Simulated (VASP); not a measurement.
# ReS (P6_3/mmc) in VASP: further runs, part 2 of 2

VASP 6.6.1. Earlier steps stand in the parts before.

**3. Relaxation of cell and atoms, r2SCAN**

This run uses another cell than the first one, of 12.86 Å³/atom.

Contents of POSCAR:

```
ReS
1.0
    3.3716900363      0.0000000000      0.0000000000
   -1.6858450182      2.9199692251      0.0000000000
    0.0000000000      0.0000000000      5.2261195563
Re S
2 2
Direct
    0.0000000000      0.0000000000      0.0000000000
    0.0000000000      0.0000000000      0.5000000000
    0.3333333333      0.6666666667      0.2500000000
    0.6666666667      0.3333333333      0.7500000000
```

Contents of INCAR.step1:

```
PREC = Accurate
ENCUT = 600
ISMEAR = 0
SIGMA = 0.1
LREAL = False
LASPH = True
NELM = 80
GGA = PE
ALGO = Normal
EDIFF = 1E-4
LWAVE = True
LCHARG = False
```

Contents of INCAR.step2:

```
PREC = Accurate
ENCUT = 600
EDIFF = 1E-6
ISMEAR = 0
SIGMA = 0.1
LREAL = False
LASPH = True
NELM = 80
ALGO = Normal
ISIF = 3
LWAVE = False
LCHARG = False
METAGGA = R2SCAN
LMIXTAU = True
IBRION = 2
NSW = 100
EDIFFG = -0.05
ISTART = 1
```

Contents of KPOINTS:

```
regular mesh
0
Gamma
  6 6 4
```

Potentials or basis: VASP PAW PBE potentials, release 64 (Re, S).

Run with:

```bash
$ cat potpaw_PBE.64/Re/POTCAR potpaw_PBE.64/S/POTCAR > POTCAR
$ cp INCAR.step1 INCAR
$ mpirun -np 1 vasp_std > vasp.out
$ cp INCAR.step2 INCAR
$ mpirun -np 1 vasp_std > vasp.out
```

Run time: 8.3 min. Hardware: 1 thread of Intel Xeon Platinum 8488C (Sapphire Rapids), shared host; peak memory 0.21 GiB.

It converged, with:

```yaml
Free_energy: -119.4095 eV
Relaxed_volume: 15.15 Å³/atom
Relaxed_cell: a = 3.683 Å, b = 3.683 Å, c = 5.159 Å, α = 90.00°, β = 90.00°, γ = 120.00°
Space_group_after_relaxing_to_0.1_Å: P6_3/mmc (No. 194)
Pressure_after_relaxing: 0.0 GPa
Band_gap_on_the_k_mesh: zero (bands 13 and 14 overlap by 2.57 eV)
```

Stress tensor (GPa, compression positive):
```
-0.04  0.00  0.00
 0.00 -0.04  0.00
 0.00  0.00  0.20
```

Final structure:
```
CELL_PARAMETERS angstrom
3.68276 0.00000 0.00000
-1.84138 3.18936 0.00000
0.00000 0.00000 5.15942
ATOMIC_POSITIONS crystal
Re 0.00000 0.00000 0.00000
Re 0.00000 0.00000 0.50000
S 0.33333 0.66667 0.25000
S 0.66667 0.33333 0.75000
```

Levels at points of the mesh, in eV from the Fermi level:
| k point | band 10 | band 11 | band 12 | band 13 | band 14 | band 15 | band 16 | band 17 |
| --- | --- | --- | --- | --- | --- | --- | --- | --- |
| (0.00, 0.00, 0.00) | -3.58 | -2.46 | -2.24 | -2.24 | 1.42 | 1.42 | 2.32 | 3.13 |
| (0.50, 0.00, 0.00) | -1.97 | -1.26 | -0.28 | -0.22 | 0.70 | 1.24 | 1.44 | 4.24 |
| (0.00, 0.00, 0.50) | -2.19 | -2.19 | -2.19 | -1.86 | -1.86 | 2.41 | 2.41 | 2.41 |
| (0.50, 0.00, 0.50) | -2.55 | -0.74 | -0.74 | -0.56 | -0.56 | 1.42 | 1.42 | 3.12 |

Caveat: the volume moved by over 15 % at a fixed basis, so the end points are rough; the PAW data sets were made with another functional, which shifts forces and pressure a little; spin-orbit coupling is left out, which moves the levels of the heavy elements.

**4. Single point, r2SCAN**

This run uses another cell than the first one, of 15.00 Å³/atom.

Contents of POSCAR:

```
ReS
1.0
    3.6554562796      0.0000000000      0.0000000000
   -1.8277281398      3.1657180006      0.0000000000
    0.0000000000      0.0000000000      5.1859829610
Re S
2 2
Direct
    0.0000000000      0.0000000000      0.0000000000
    0.0000000000      0.0000000000      0.5000000000
    0.3333333333      0.6666666667      0.2500000000
    0.6666666667      0.3333333333      0.7500000000
```

Contents of INCAR.step1:

```
PREC = Accurate
ENCUT = 520
ISMEAR = 0
SIGMA = 0.1
LREAL = F
LASPH = T
NELM = 60
NBANDS = 21
GGA = PE
ALGO = Normal
EDIFF = 1E-4
LWAVE = T
LCHARG = F
```

Contents of INCAR.step2:

```
PREC = Accurate
ENCUT = 520
EDIFF = 1E-6
ISMEAR = 0
SIGMA = 0.1
LREAL = F
LASPH = T
NELM = 60
ALGO = Normal
ISIF = 2
LWAVE = F
LCHARG = T
METAGGA = R2SCAN
LMIXTAU = T
LELF = T
LVHAR = T
NBANDS = 21
ISTART = 1
```

Contents of KPOINTS:

```
regular mesh
0
Gamma
  12 12 8
```

Run with:

```bash
$ cat potpaw_PBE.64/Re/POTCAR potpaw_PBE.64/S/POTCAR > POTCAR
$ cp INCAR.step1 INCAR
$ mpirun -np 1 vasp_std > vasp.out
$ cp INCAR.step2 INCAR
$ mpirun -np 1 vasp_std > vasp.out
```

Run time: 4.1 min. Hardware: 1 thread of Intel Xeon Platinum 8488C (Sapphire Rapids), shared host; peak memory 0.25 GiB.

Results (log left out):

```yaml
Free_energy: -119.3720 eV
Pressure: 1.4 GPa
Band_gap_on_the_k_mesh: zero (bands 13 and 14 overlap by 2.46 eV)
```

Stress tensor (GPa, compression positive):
```
1.46 0.00 0.00
0.00 1.46 0.00
0.00 0.00 1.24
```

Levels at points of the mesh, in eV from the Fermi level:
```csv
k point,band 9,band 10,band 11,band 12,band 13,band 14,band 15,band 16,band 17,band 18
"(0.00, 0.00, 0.00)",-3.57,-3.57,-2.50,-2.30,-2.30,1.35,1.35,2.37,3.22,5.17
"(0.50, 0.00, 0.00)",-5.34,-1.85,-1.18,-0.31,-0.27,0.71,1.17,1.59,4.02,4.23
"(0.00, 0.00, 0.50)",-2.19,-2.19,-2.19,-2.19,-1.85,-1.85,2.41,2.41,2.41,2.41
"(0.50, 0.00, 0.50)",-2.61,-2.61,-0.67,-0.67,-0.51,-0.51,1.46,1.46,3.14,3.14
```

Caveat: the PAW data sets were made with another functional, which shifts forces and pressure a little; spin-orbit coupling is left out, which moves the levels of the heavy elements.

**5. Single point, r2SCAN, collinear spin**

This run uses another cell than the first one, of 15.00 Å³/atom.

POSCAR is that of step 4.

Contents of INCAR.step1:

```
PREC     = Accurate       # precision mode
ENCUT    = 520            # plane-wave cutoff, eV
ISMEAR   = 0              # smearing method
SIGMA    = 0.1            # smearing width, eV
LREAL    = False          # projectors in reciprocal space
LASPH    = True           # aspherical terms in the spheres
NELM     = 150            # most SCF steps
ISPIN    = 2              # spin polarisation
MAGMOM   = 2 -2 0 0       # initial moments
LMAXMIX  = 4              # l up to which the mixer works
NBANDS   = 25             # bands
GGA      = PE             # functional
ALGO     = Normal         # electronic algorithm
EDIFF    = 1E-4           # SCF threshold, eV
LWAVE    = True           # write WAVECAR
LCHARG   = False          # write CHGCAR
```

Contents of INCAR.step2:

```
PREC     = Accurate       # precision mode
ENCUT    = 520            # plane-wave cutoff, eV
EDIFF    = 1E-6           # SCF threshold, eV
ISMEAR   = 0              # smearing method
SIGMA    = 0.1            # smearing width, eV
LREAL    = False          # projectors in reciprocal space
LASPH    = True           # aspherical terms in the spheres
NELM     = 150            # most SCF steps
ALGO     = Normal         # electronic algorithm
ISIF     = 2              # what is computed and relaxed
LWAVE    = False          # write WAVECAR
LCHARG   = False          # write CHGCAR
ISPIN    = 2              # spin polarisation
MAGMOM   = 2 -2 0 0       # initial moments
LORBIT   = 11             # projections on sites
LMAXMIX  = 4              # l up to which the mixer works
METAGGA  = R2SCAN         # meta-GGA
LMIXTAU  = True         
NBANDS   = 25             # bands
ISTART   = 1
```

KPOINTS is that of step 4.

Run with:

```bash
$ cat potpaw_PBE.64/Re/POTCAR potpaw_PBE.64/S/POTCAR > POTCAR
$ cp INCAR.step1 INCAR
$ mpirun -np 1 vasp_std > vasp.out
$ cp INCAR.step2 INCAR
$ mpirun -np 1 vasp_std > vasp.out
```

It took 20 min on 1 thread of Oxide Virtual Turin-like, shared host; peak memory 0.32 GiB.

Results (log left out):

```yaml
Free_energy: -119.3720 eV
Pressure: 1.4 GPa
Band_gap_on_the_k_mesh: zero (filled and empty bands overlap)
Net_moment: 0.00 μB per cell
Valence_electrons_inside_the_program's_atomic_spheres: Re 6.08; S 3.67
```

Stress tensor (GPa, compression positive):
```
1.45 0.00 0.00
0.00 1.45 0.00
0.00 0.00 1.24
```

Levels at points of the mesh, in eV from the Fermi level:
Spin up:
| k point | band 9 | band 10 | band 11 | band 12 | band 13 | band 14 | band 15 | band 16 | band 17 | band 18 |
| --- | --- | --- | --- | --- | --- | --- | --- | --- | --- | --- |
| (0.00, 0.00, 0.00) | -3.57 | -3.57 | -2.50 | -2.30 | -2.30 | 1.35 | 1.35 | 2.37 | 3.22 | 5.17 |
| (0.50, 0.00, 0.00) | -5.34 | -1.85 | -1.18 | -0.31 | -0.27 | 0.71 | 1.17 | 1.59 | 4.02 | 4.23 |
| (0.00, 0.00, 0.50) | -2.19 | -2.19 | -2.19 | -2.19 | -1.85 | -1.85 | 2.41 | 2.41 | 2.41 | 2.41 |
| (0.50, 0.00, 0.50) | -2.61 | -2.61 | -0.67 | -0.67 | -0.51 | -0.51 | 1.46 | 1.46 | 3.14 | 3.14 |
Spin down:
```csv
k point,band 9,band 10,band 11,band 12,band 13,band 14,band 15,band 16,band 17,band 18
"(0.00, 0.00, 0.00)",-3.57,-3.57,-2.50,-2.30,-2.30,1.35,1.35,2.37,3.22,5.17
"(0.50, 0.00, 0.00)",-5.34,-1.85,-1.18,-0.31,-0.27,0.71,1.17,1.59,4.02,4.23
"(0.00, 0.00, 0.50)",-2.19,-2.19,-2.19,-2.19,-1.85,-1.85,2.41,2.41,2.41,2.41
"(0.50, 0.00, 0.50)",-2.61,-2.61,-0.67,-0.67,-0.51,-0.51,1.46,1.46,3.14,3.14
```

Caveat: the PAW data sets were made with another functional, which shifts forces and pressure a little; spin-orbit coupling is left out, which moves the levels of the heavy elements.

**6. The runs side by side**

```csv
task,spin,cell,k mesh,cutoff (eV),gap on the mesh (eV),pressure (GPa)
single point,off,"a = 3.670, b = 3.670, c = 5.160 Å, angles 90.0, 90.0, 120.0°, 4 atoms",6 × 6 × 4,520,none,1.4
relaxation of cell and atoms,off,"relaxed from a = 3.372, b = 3.372, c = 5.226 Å, angles 90.0, 90.0, 120.0°, 4 atoms",6 × 6 × 4,600,none,0.0
single point,off,"a = 3.655, b = 3.655, c = 5.186 Å, angles 90.0, 90.0, 120.0°, 4 atoms",12 × 12 × 8,520,none,1.4
single point,collinear,"a = 3.655, b = 3.655, c = 5.186 Å, angles 90.0, 90.0, 120.0°, 4 atoms",12 × 12 × 8,520,none,1.4
```

Alike in all rows: level r2SCAN; potentials or basis VASP PAW PBE potentials, release 64 (Re, S); smearing gaussian 0.1 eV.

Caveats: the PAW data sets were made with another functional, which shifts forces and pressure a little; spin-orbit coupling is left out, which moves the levels of the heavy elements; the volume moved by over 15 % at a fixed basis, so the end points are rough (at least some runs).

Total energies depend on the potentials used, so only differences within one code and one set of settings carry meaning.
